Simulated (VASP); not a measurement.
# Si in VASP: a series of runs

The runs below take Si through relaxation of shape and atoms at fixed volume, relaxation of cell and atoms, with PBE.

All numbers are computed with VASP 6.6.1; they aren't measurements. Logs are shortened: lines on timing, memory, paths and dates and some standing lists are left out, and cuts for length are marked.

### Step 1. The cell of the first run

The typed cell holds 4 atoms: a = 3.944 Å, b = 3.944 Å, c = 6.831 Å, α = 73.23°, β = 73.23°, γ = 60.00°.

### Step 2. Relaxation of shape and atoms at fixed volume, PBE (21.69 Å³/atom)

INCAR

```
ALGO = Normal
EDIFF = 1E-7
EDIFFG = -0.01
ENCUT = 600
GGA = PE
IBRION = 2
ISIF = 4
ISMEAR = 0
LASPH = True
LCHARG = False
LREAL = False
LWAVE = False
NELM = 80
NSW = 50
PREC = Accurate
SIGMA = 0.02
```

KPOINTS

```
k-points
0
Gamma
  8 8 4
```

POSCAR

```
Si
1.0
    3.2636544823     -1.9720376590      1.0065096369
    3.2636544823      1.9720376590      1.0065096369
    0.2769235480      0.0000000000      6.8250202809
Si
4
Direct
    0.0625006497      0.5625006498      0.8124996195
    0.4374993502      0.9374993502      0.6875003805
    0.9374993502      0.4374993502      0.1875003805
    0.5625006497      0.0625006497      0.3124996195
```

Potentials or basis: VASP PAW PBE potentials, release 64 (Si).

Started as:

```console
$ cat potpaw_PBE.64/Si/POTCAR > POTCAR
$ mpirun -np 1 vasp_std > vasp.out
```

OUTCAR:

```text
EDIFF = 1E-7
   EDIFFG = -0.01
   ENCUT = 600
   GGA = PE
   IBRION = 2
   ISIF = 4
   ISMEAR = 0
   LASPH = True
   LREAL = False
   NELM = 80
   NSW = 50
   PREC = Accurate

 ion  position               nearest neighbor table
   1  0.063  0.563  0.812-   2 2.42   3 2.42   2 2.42   2 2.42
   2  0.437  0.937  0.688-   1 2.42   4 2.42   1 2.42   1 2.42
   3  0.937  0.437  0.188-   4 2.42   1 2.42   4 2.42   4 2.42
   4  0.563  0.063  0.312-   3 2.42   2 2.42   3 2.42   3 2.42

  LATTYP: Found a base centered monoclinic cell.
 ALAT       =     6.8306667988
 B/A-ratio  =     0.5774070723
 C/A-ratio  =     0.9999954945
 COS(beta)  =    -0.3332018089

  Lattice vectors:

 A1 = (  -3.2636544823,   1.9720376590,  -1.0065096369)
 A2 = (  -3.2636544823,  -1.9720376590,  -1.0065096369)
 A3 = (   0.2769235480,   0.0000000000,   6.8250202809)

Analysis of symmetry for initial positions (statically):
=====================================================================
 Subroutine PRICEL returns following result:

  LATTYP: Found a body centered tetragonal cell.
 ALAT       =     3.9440753184
 C/A-ratio  =     1.4140015057

  Lattice vectors:

 A1 = (  -3.2636544823,  -1.9720376590,  -1.0065096369)
 A2 = (  -0.1384617737,   1.9720376592,  -3.4125101403)
 A3 = (   3.2636544816,  -1.9720376594,   1.0065096367)

   2 primitive cells build up your supercell.

 Routine SETGRP: Setting up the symmetry group for a
 base centered monoclinic supercell.

 Subroutine GETGRP returns: Found  4 space group operations
 (whereof  2 operations were pure point group operations)
 out of a pool of  4 trial point group operations.

The static configuration has the point symmetry S_2 .
 The point group associated with its full space group is C_2h.

Analysis of symmetry for dynamics (positions and initial velocities):
=====================================================================
 Subroutine PRICEL returns following result:

  LATTYP: Found a body centered tetragonal cell.
 ALAT       =     3.9440753184
 C/A-ratio  =     1.4140015057

  Lattice vectors:

 A1 = (  -3.2636544823,  -1.9720376590,  -1.0065096369)
 A2 = (  -0.1384617737,   1.9720376592,  -3.4125101403)
 A3 = (   3.2636544816,  -1.9720376594,   1.0065096367)

   2 primitive cells build up your supercell.

 Routine SETGRP: Setting up the symmetry group for a
 base centered monoclinic supercell.

 Subroutine GETGRP returns: Found  4 space group operations
 (whereof  2 operations were pure point group operations)
 out of a pool of  4 trial point group operations.

The dynamic configuration has the point symmetry S_2 .
 The point group associated with its full space group is C_2h.

 Subroutine INISYM returns: Found  4 space group operations
 (whereof  2 operations are pure point group operations),
 and found     2 'primitive' translations

----------------------------------------------------------------------------------------

                                     Primitive cell

  volume of cell :      43.3765

  direct lattice vectors                    reciprocal lattice vectors
    -3.263654482 -1.972037659 -1.006509637    -0.109384632 -0.253544854 -0.142081456
    -0.138461774  1.972037659 -3.412510140     0.091518423 -0.000000000 -0.296752760
     3.263654482 -1.972037659  1.006509637     0.200903056 -0.253544854 -0.154671304

  length of vectors
     3.943784319  3.943770994  3.943784319     0.310543283  0.310544397  0.358566930

  position of ions in fractional coordinates (direct lattice)
     0.624999731  0.375000761  0.250001030
     0.375000269  0.624999239  0.749998970

  ion indices of the primitive-cell ions
   primitive index   ion index
                 1           1
                 2           3

----------------------------------------------------------------------------------------

 KPOINTS: k-points

Automatic generation of k-mesh.
 Grid dimensions read from file:
 generate k-points for:    8    8    4

 Generating k-lattice:

  Cartesian coordinates                     Fractional coordinates (reciprocal lattice)
     0.019392980 -0.031693107 -0.000786865     0.125000000 -0.000000000  0.000000000
     0.019392980  0.031693107 -0.000786865    -0.000000000  0.125000000  0.000000000
    -0.011439803  0.000000000  0.037094095     0.000000000  0.000000000  0.250000000

  Length of vectors
     0.037163959  0.037163959  0.038818050

  Shift w.r.t. Gamma in fractional coordinates (k-lattice)
     0.000000000  0.000000000  0.000000000

 Subroutine IBZKPT returns following result:
 ===========================================

 Found     78 irreducible k-points:

 Following reciprocal coordinates:
            Coordinates               Weight
  0.000000  0.000000  0.000000      1.000000
  0.125000 -0.000000  0.000000      4.000000
  0.250000 -0.000000  0.000000      4.000000
  0.375000 -0.000000  0.000000      4.000000
  0.500000 -0.000000  0.000000      2.000000
  0.125000  0.125000  0.000000      2.000000
[... 16 lines left out ...]
  0.125000  0.000000  0.250000      4.000000
  0.250000  0.000000  0.250000      4.000000
 [... further k-points ...]
   k-points           NKPTS =     78   k-points in BZ     NKDIM =     78   number of bands    NBANDS=     12
   number of dos      NEDOS =    301   number of ions     NIONS =      4
   total plane-waves  NPLWV =  57344
   dimension x,y,z NGX =    32 NGY =   32 NGZ =   56
   dimension x,y,z NGXF=    64 NGYF=   64 NGZF=  112
   ions per type =               4
   NGX,Y,Z   is equivalent  to a cutoff of  13.49, 13.49, 13.63 a.u.
   NGXF,Y,Z  is equivalent  to a cutoff of  26.98, 26.98, 27.26 a.u.
 SYSTEM =  unknown system
   PREC   = accura    normal or accurate (medium, high low for compatibility)
   ISTART =      0    job   : 0-new  1-cont  2-samecut
   ICHARG =      2    charge: 1-file 2-atom 10-const
   ISPIN  =      1    spin polarized calculation?
   LNONCOLLINEAR =      F non collinear calculations
   LSORBIT =      F    spin-orbit coupling
   LASPH  =      T    aspherical Exc in radial PAW
   ENCUT  =  600.0 eV  44.10 Ry    6.64 a.u.   7.88  7.88 13.64*2*pi/ulx,y,z
   NELM   =     80;   NELMIN=  2; NELMDL= -5     # of ELM steps
   EDIFF  = 0.1E-06   stopping-criterion for ELM
   LREAL  =      F    real-space projection
   EDIFFG = -.1E-01   stopping-criterion for IOM
   NSW    =     50    number of steps for IOM
   IBRION =      2    ionic relax: 0-MD 1-quasi-New 2-CG
   NFREE  =      1    steps in history (QN), initial steepest desc. (CG)
   ISIF   =      4    stress and relaxation
   ISYM   =      2    0-nonsym 1-usesym 2-fastsym
   POTIM  = 0.5000    time-step for ionic-motion
   TEBEG  =    0.0;   TEEND  =   0.0 temperature during run
   PSTRESS=    0.0 pullay stress
   NELECT =      16.0000    total number of electrons
   NUPDOWN=      -1.0000    fix difference up-down
   EMIN   =  10.00;   EMAX   =-10.00  energy-range for DOS
   EFERMI =   0.00;   METHOD = LEGACY
   ISMEAR =     0;   SIGMA  =   0.02  broadening in eV -4-tet -1-fermi 0-gaus
   EFERMI_NEDOS =   21; number of points for ismear=-14 and -15
   IALGO  =     38    algorithm
   IMIX   =      4    mixing-type and parameters
     AMIX     =   0.40;   BMIX     =  1.00
     AMIX_MAG =   1.60;   BMIX_MAG =  1.00
  volume/ion in A,a.u.               =      21.69       146.36
  Fermi-wavevector in a.u.,A,eV,Ry     =   0.931866  1.760971 11.814939  0.868374
  Thomas-Fermi vector in A             =   2.058404
   LORBIT       =      0    0 simple, 1 ext, 2 COOP (PROOUT), +10 PAW based schemes
   GGA     = PE    functional components
   LHFCALC =     F    Hartree Fock is set to
   AEXX    =    0.0000 exact exchange contribution
   IVDW    =     0    specifies the selected vdW correction
   LEPSILON=     F    determine dielectric tensor
   LRPA    =     F    only Hartree local field effects (RPA)
 conjugate gradient relaxation of ions
 non-spin polarized calculation
 Gauss-broadening in eV      SIGMA  =   0.02
  energy-cutoff  :      600.00
  volume of cell :       86.75
 maximum number of plane-waves:      2917
   NGX = 15   NGY = 15   NGZ = 27

 number of electron      16.0000000 magnetization

 Free energy of the ion-electron system (eV)
  ---------------------------------------------------
  ext. energy  EPLUGINS =         0.00000000
  ---------------------------------------------------
  free energy    TOTEN  =       -21.62013505 eV

  energy without entropy =      -21.62013505  energy(sigma->0) =      -21.62013505

 E-fermi :   5.1764     XC(G=0):  -9.0981

 val. band max:        5.0467287111   @ k =   0.0000   0.0000   0.0000
 cond. band min:       5.7845344111   @ k =  -0.3750  -0.3750   0.2500
 fundamental gap:      0.7378057000
 Fermi energy:         5.1764079673

 k-point     1 :       0.0000    0.0000    0.0000
  band No.  band energies     occupation
      1      -6.3801      2.00000
      2      -4.2443      2.00000
      3      -1.5642      2.00000
      4       3.9185      2.00000
      5       3.9199      2.00000
      6       5.0456      2.00000
      7       5.0458      2.00000
      8       5.0467      2.00000
      9       6.3061      0.00000
     10       7.5227      0.00000
     11       7.5747      0.00000
     12       7.5751      0.00000

 k-point     2 :       0.1250   -0.0000    0.0000
  band No.  band energies     occupation
      1      -6.2052      2.00000
      2      -4.0966      2.00000
      3      -1.4706      2.00000
      4       2.7734      2.00000
      5       3.6986      2.00000
      6       3.7473      2.00000
      7       4.5745      2.00000
      8       4.7065      2.00000
      9       7.1211      0.00000
     10       7.4102      0.00000
     11       7.8143      0.00000
     12       8.2292      0.00000
[... 316 lines left out ...]
 k-point    24 :       0.2500    0.0000    0.2500
  band No.  band energies     occupation
      1      -5.6361      2.00000
      2      -3.8643      2.00000
      3      -1.1320      2.00000
      4       1.2548      2.00000
      5       1.7723      2.00000
      6       3.0034      2.00000
      7       4.3378      2.00000
      8       4.3387      2.00000
      9       6.6354      0.00000
     10       6.7957      0.00000
     11       8.4829      0.00000
     12       8.4834      0.00000

 [... further k-points ...]

------------------------ aborting loop because EDIFF is reached ----------------------------------------

  FORCE on cell =-STRESS in cart. coord.  units (eV):
  Direction    XX          YY          ZZ          XY          YZ          ZX
  --------------------------------------------------------------------------------------
  -------------------------------------------------------------------------------------
  Total       -2.4965077     -2.4981554     -2.5102801      0.0000000      0.0000000      0.0095235
  in kB      -46.1061532    -46.1365834    -46.3605050      0.0000000      0.0000000      0.1758821
  external PRESSURE =     -46.2010806 kB  Pullay stress =       0.0000000 kB

 VOLUME and BASIS-vectors are now :
 -----------------------------------------------------------------------------
  energy-cutoff  :      600.00
  volume of cell :       86.75
      direct lattice vectors                 reciprocal lattice vectors
     3.263654482 -1.972037659  1.006509637     0.155143844 -0.253544854 -0.006294924
     3.263654482  1.972037659  1.006509637     0.155143844  0.253544854 -0.006294924
     0.276923548  0.000000000  6.825020281    -0.045759212  0.000000000  0.148376380

 POSITION                                       TOTAL-FORCE (eV/Angst)
 -----------------------------------------------------------------------------------
      2.26479      0.98602      6.17440         0.001120      0.000000     -0.000054
      4.67791      0.98602      6.07615        -0.001120      0.000000      0.000054
      4.53944     -0.98602      2.66364        -0.001120      0.000000      0.000054
      2.12633     -0.98602      2.76189         0.001120      0.000000     -0.000054
 -----------------------------------------------------------------------------------
    total drift:                                0.000000      0.000000      0.000000

  FREE ENERGIE OF THE ION-ELECTRON SYSTEM (eV)
  ---------------------------------------------------
  free  energy   TOTEN  =       -21.6201350539 eV

  energy  without entropy=      -21.6201350539  energy(sigma->0) =      -21.62013505

 reached required accuracy - stopping structural energy minimisation
```

Run time: 2.3 min. Hardware: 1 thread of Intel Xeon 8259CL, shared host; peak memory 0.26 GiB.

What came out:

```
Free energy             : -21.6201 eV
Pressure after relaxing : -4.6 GPa
Band gap on the k mesh  : 0.74 eV
```

Final structure:
```xyz
4
Lattice="3.2637 -1.9720 1.0065 3.2637 1.9720 1.0065 0.2769 0.0000 6.8250" Properties=species:S:1:pos:R:3 pbc="T T T"
Si    2.2648    0.9860    6.1744
Si    4.6779    0.9860    6.0762
Si    4.5394   -0.9860    2.6636
Si    2.1263   -0.9860    2.7619
```

### Step 3. Relaxation of shape and atoms at fixed volume, PBE (22.51 Å³/atom)

This run uses another cell than the first one, of 22.51 Å³/atom.

INCAR

```
PREC = Accurate ; ENCUT = 600
EDIFF = 1E-6 ; ISMEAR = 0
SIGMA = 0.02 ; LREAL = F
LASPH = T ; NELM = 100
ALGO = Normal ; ISIF = 4
LWAVE = F ; LCHARG = F
GGA = PE ; IBRION = 2
NSW = 50 ; EDIFFG = -0.01
```

KPOINTS

```
Automatic mesh
0
Gamma
  8 8 4
```

POSCAR

```
Si
1.0
    3.3042009199     -1.9965375263      1.0190141408
    3.3042009199      1.9965375263      1.0190141408
    0.2803639439      0.0000000000      6.9098118115
Si
4
Direct
    0.0625006498      0.5625006498      0.8124996195
    0.4374993502      0.9374993502      0.6875003805
    0.9374993502      0.4374993502      0.1875003805
    0.5625006498      0.0625006498      0.3124996195
```

Potentials or basis: VASP PAW PBE potentials, release 64 (Si).

Started as:

```console
$ cat potpaw_PBE.64/Si/POTCAR > POTCAR
$ mpirun -np 1 vasp_std > vasp.out
```

It took 1.8 min on 1 thread of Intel Xeon 8259CL, shared host; peak memory 0.26 GiB.

The run converged. Its results:

```yaml
Free_energy: -21.5014 eV
Pressure_after_relaxing: -6.9 GPa
Band_gap_on_the_k_mesh: 0.79 eV
```

Final structure:
```xyz
4
Lattice="3.3042 -1.9965 1.0190 3.3042 1.9965 1.0190 0.2804 0.0000 6.9098" Properties=species:S:1:pos:R:3 pbc="T T T"
Si    2.2929    0.9983    6.2511
Si    4.7360    0.9983    6.1516
Si    4.5958   -0.9983    2.6967
Si    2.1527   -0.9983    2.7962
```

Levels at points of the mesh, in eV from the valence-band top:
```
           k point  band 4  band 5  band 6  band 7  band 8  band 9  band 10  band 11  band 12
(0.00, 0.00, 0.00)   -1.10   -1.09    0.00    0.00    0.00    1.13     2.08     2.51     2.51
(0.50, 0.00, 0.00)   -6.10   -3.16   -3.16   -1.97   -1.97    1.61     1.61     4.31     4.31
(0.50, 0.50, 0.00)   -6.46   -2.55   -2.55   -1.10   -1.09    0.91     0.91     1.13     3.37
(0.00, 0.00, 0.50)   -3.74   -0.69   -0.69   -0.69   -0.69    1.61     1.61     3.40     3.40
(0.50, 0.00, 0.50)   -6.46   -2.55   -2.55   -1.10   -1.09    0.92     0.92     1.13     3.37
(0.50, 0.50, 0.50)   -6.10   -3.16   -3.16   -1.97   -1.97    1.61     1.61     4.31     4.31
```

A k mesh can miss the band edges.

### Step 4. Relaxation of cell and atoms, PBE

This run uses another cell than the first one: it holds 8 atoms, not 4.

INCAR

```
SYSTEM = Si
ALGO = Normal ; EDIFF = 1E-6
EDIFFG = -0.025 ; ENCUT = 600
GGA = PE ; IBRION = 2
ISIF = 3 ; ISMEAR = 0
LASPH = .True. ; LCHARG = .False.
LREAL = .False. ; LWAVE = .False.
NELM = 80 ; NSW = 80
PREC = Accurate ; SIGMA = 0.1
```

KPOINTS

```
k-points
0
Gamma
  4 4 4
  0 0 0
```

POSCAR

```
Si
1.0
    3.1686627158     -1.9604101577      0.9490401689
   -3.1649814929     -1.9610746180     -0.9622785721
    2.6649991633      1.9157747968    -12.1195185041
Si
8
Direct
    0.0578321887      0.0389607314      0.5907673473
    0.0701883471      0.5366906069      0.0952531286
    0.4298194308      0.7038313594      0.6588970026
    0.4240134500      0.2204267523      0.1575684543
    0.9228927227      0.4487191632      0.9094812198
    0.9578213224      0.9741249126      0.4027690236
    0.5813066552      0.8016541657      0.8431783754
    0.5561258830      0.2755923085      0.3420854486
```

Started as:

```console
$ cat potpaw_PBE.64/Si/POTCAR > POTCAR
$ mpirun -np 1 vasp_std > vasp.out
```

It took 29 min on 1 thread of Intel Xeon 8259CL, shared host; peak memory 0.37 GiB.

Results (log left out):

| Item | Value |
| --- | --- |
| Free energy | -43.0429 eV |
| Relaxed volume | 20.50 Å³/atom |
| Relaxed cell | a = 3.884 Å, b = 3.883 Å, c = 12.752 Å, α = 90.04°, β = 98.72°, γ = 119.97° |
| Space group after relaxing (to 0.1 Å) | Fd-3m (No. 227) |
| Energy gained by relaxing | 49.3 meV/atom |
| Ionic steps | 19 |
| Pressure after relaxing | 0.0 GPa |
| Largest force after relaxing | 0.010 eV/Å |
| Band gap on the k mesh | 0.62 eV |

Forces in eV/Å, atoms in the order of the input:
```
Si   0.001 -0.004  0.003
Si   0.005 -0.001 -0.001
Si  -0.001  0.000 -0.004
Si   0.003  0.002 -0.009
Si   0.006 -0.002  0.006
Si  -0.004  0.002  0.004
Si  -0.006  0.000 -0.004
Si  -0.005  0.002  0.006
```

The path:
```csv
step,energy change (eV),largest force (eV/Å),pressure (GPa),volume (Å³)
1,0.0000,1.8994,2.43,160.58
2,-0.3049,0.5321,-1.79,167.73
3,-0.3496,0.4158,-0.93,165.81
4,-0.3827,0.2515,0.20,163.69
5,-0.3830,0.2123,0.09,163.89
6,-0.3901,0.1061,0.08,163.89
7,-0.3907,0.0868,0.08,163.88
8,-0.3922,0.0881,-0.06,164.13
9,-0.3923,0.0942,-0.07,164.16
10,-0.3933,0.0435,-0.03,164.08
11,-0.3935,0.0446,0.01,164.02
12,-0.3938,0.0284,0.01,164.01
13,-0.3938,0.0273,0.01,164.01
14,-0.3940,0.0326,-0.01,164.05
15,-0.3940,0.0473,-0.03,164.09
16,-0.3941,0.0443,-0.02,164.08
17,-0.3943,0.0350,-0.02,164.08
18,-0.3945,0.0284,-0.01,164.06
19,-0.3946,0.0098,0.00,164.03
```

Final structure:
```
CELL_PARAMETERS angstrom
3.21376 -1.94307 0.98973
-3.21365 -1.94228 -0.99019
2.63410 1.94247 -12.32528
ATOMIC_POSITIONS crystal
Si 0.06233 0.03080 0.59418
Si 0.06244 0.53193 0.09410
Si 0.43679 0.71803 0.65584
Si 0.43703 0.21916 0.15581
Si 0.93682 0.46857 0.90584
Si 0.93833 0.96875 0.40592
Si 0.56242 0.78122 0.84411
Si 0.56384 0.28155 0.34418
```

Levels at points of the mesh, in eV from the valence-band top:
```csv
k point,band 14,band 15,band 16,band 17,band 18,band 19
"(0.00, 0.00, 0.00)",-0.11,-0.10,0.00,1.27,1.77,1.78
"(0.50, 0.00, 0.00)",-2.26,-1.25,-1.20,0.63,0.74,1.42
"(0.00, 0.50, 0.00)",-2.28,-1.62,-1.62,0.81,0.81,1.99
"(0.50, 0.50, 0.00)",-2.28,-1.62,-1.62,0.80,0.81,1.98
"(0.00, 0.00, 0.50)",-0.40,-0.39,-0.39,1.40,1.40,2.28
"(0.50, 0.00, 0.50)",-2.28,-1.61,-1.61,0.81,0.81,1.99
"(0.00, 0.50, 0.50)",-2.26,-1.25,-1.20,0.63,0.73,1.42
"(0.50, 0.50, 0.50)",-2.26,-1.26,-1.20,0.62,0.73,1.42
```

Caveat: the k points lie up to 0.47 Å⁻¹ apart in the final cell. A k mesh can miss the band edges.

### Step 5. The runs side by side

```tsv
task	cell	k mesh	smearing	gap on the mesh (eV)	pressure (GPa)
relaxation of shape and atoms at fixed volume	relaxed from a = 3.944, b = 3.944, c = 6.831 Å, angles 73.2, 73.2, 60.0°, 4 atoms, atomic positions A	8 × 8 × 4	gaussian 0.02 eV	0.74	-4.6
relaxation of shape and atoms at fixed volume	relaxed from a = 3.993, b = 3.993, c = 6.915 Å, angles 73.2, 73.2, 60.0°, 4 atoms, atomic positions A	8 × 8 × 4	gaussian 0.02 eV	0.79	-6.9
relaxation of cell and atoms	relaxed from a = 3.845, b = 3.846, c = 12.556 Å, angles 90.6, 98.1, 118.7°, 8 atoms, atomic positions B	4 × 4 × 4	gaussian 0.1 eV	0.62	0.0
```

Alike in all rows: level PBE; potentials or basis VASP PAW PBE potentials, release 64 (Si); no spin polarisation; cutoff (eV) 600.

Caveats: some runs use coarse meshes.

Total energies depend on the potentials used, so only differences within one code and one set of settings carry meaning.
